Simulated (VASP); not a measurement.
Sr, 1 atom in the cell. The structure is tetragonal, space group I4/mmm (No. 139). The conventional cell has a = 4.850 Å, b = 4.850 Å, c = 4.705 Å, α = 90.00°, β = 90.00°, γ = 90.00°. Sr (site symmetry 4/mmm) has 14 Sr at 4.16 to 4.85 Å within 5.5 Å.  This cell differs from its parent crystal: strain +0.000 along x and y, -0.030 along z.

* Program: VASP 6.6.1
* Task: single point
* Functional: PBEsol
* Potentials or basis: VASP PAW PBE potentials, release 64 (Sr_sv)
* Cutoff: 520 eV
* k mesh: 14 × 14 × 14
* Occupations: gaussian, width 0.15 eV
* Spin: no spin polarisation
* Dipole correction: no
* Further INCAR settings: ALGO = Fast; EDIFF = 1e-06; NBANDS = 11

Potentials or basis: VASP PAW PBE potentials, release 64 (Sr_sv).

Run with:

```sh
$ cat potpaw_PBE.64/Sr_sv/POTCAR > POTCAR
$ mpirun -np 1 vasp_std > vasp.out
```

Hardware: 1 thread of AMD EPYC 9R45 96-Core Processor (Zen 5) (shared host).

Problem. How long does it take, and how much memory?

Solution. Run time: 80 s on 1 thread of AMD EPYC 9R45 96-Core Processor (Zen 5), on a shared host, peak memory 0.26 GiB. Counts: scf iterations 12, k points 244.
